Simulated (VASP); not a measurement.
Here is a VASP 6.6.1 calculation.

The input INCAR:

```
SYSTEM = Te
PREC     = Accurate       ! precision mode
ENCUT    = 520            ! plane-wave cutoff, eV
EDIFF    = 1E-7           ! SCF threshold, eV
ISMEAR   = -1             ! smearing method
SIGMA    = 0.05           ! smearing width, eV
LREAL    = .False.        ! projectors in reciprocal space
LASPH    = .True.         ! aspherical terms in the spheres
NELM     = 80             ! most SCF steps
ALGO     = Normal         ! electronic algorithm
ISIF     = 2              ! what is computed and relaxed
LWAVE    = .False.        ! write WAVECAR
LCHARG   = .False.        ! write CHGCAR
GGA      = RE             ! functional
NBANDS   = 16             ! bands
```

Contents of KPOINTS:

```
Automatic mesh
0
Gamma
  7 7 5
  0 0 0
```

File POSCAR:

```
Te
1.0
    4.6832375240      0.0000000000      0.0000000000
   -2.3416187620      4.0558026677      0.0000000000
    0.0000000000      0.0000000000      5.8170315008
Te
3
Direct
    0.2517707349      0.0000000000      0.3333333333
    0.0000000000      0.2517707349      0.6666666667
    0.7482292651      0.7482292651      0.0000000000
```

Potentials or basis: VASP PAW PBE potentials, release 64 (Te).

Run with:

```console
$ cat potpaw_PBE.64/Te/POTCAR > POTCAR
$ mpirun -np 1 vasp_std > vasp.out
```

Question: Predict the band gap on the k mesh.

Answer: 0.79 eV (least direct gap 1.06 eV).

Question: What does it give for the largest force?

Answer: 0.285 eV/Å.

Stress tensor (GPa, compression positive):
```
1.37 0.00 0.00
0.00 1.37 0.00
0.00 0.00 2.27
```

Caveat: the PAW data sets were made with another functional, which shifts forces and pressure a little; spin-orbit coupling is left out, which moves the levels of the heavy elements. A k mesh can miss the band edges.
